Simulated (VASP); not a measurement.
A run of VASP 6.6.1:

The input INCAR:

```
SYSTEM = TiC
  PREC = Accurate
  ENCUT = 600
  EDIFF = 1E-8
  ISMEAR = -1
  SIGMA = 0.15
  LREAL = .False.
  LASPH = .True.
  NELM = 60
  ALGO = Normal
  ISIF = 3
  LWAVE = .False.
  LCHARG = .False.
  GGA = PE
  IBRION = 6
  NFREE = 2
  POTIM = 0.015
  NSW = 1
```

File KPOINTS:

```
regular mesh
0
Gamma
  12 12 12
  0 0 0
```

Contents of POSCAR:

```
TiC
1.0
    0.0000000000      2.1659000000      2.1659000000
    2.1659000000      0.0000000000      2.1659000000
    2.1659000000      2.1659000000      0.0000000000
Ti C
1 1
Direct
    0.0000000000      0.0000000000      0.0000000000
    0.5000000000      0.5000000000      0.5000000000
```

Potentials or basis: VASP PAW PBE potentials, release 64 (Ti_sv, C).

The run is started by

```console
$ cat potpaw_PBE.64/Ti_sv/POTCAR potpaw_PBE.64/C/POTCAR > POTCAR
$ mpirun -np 1 vasp_std > vasp.out
```

Hardware: 1 thread of AMD EPYC 9R45 96-Core Processor (Zen 5) (shared host).

Problem. How long does it take, and how much memory?

Solution. Run time: 8 min on 1 thread of AMD EPYC 9R45 96-Core Processor (Zen 5), on a shared host, peak memory 0.34 GiB. Counts: scf iterations 188, k points 72.
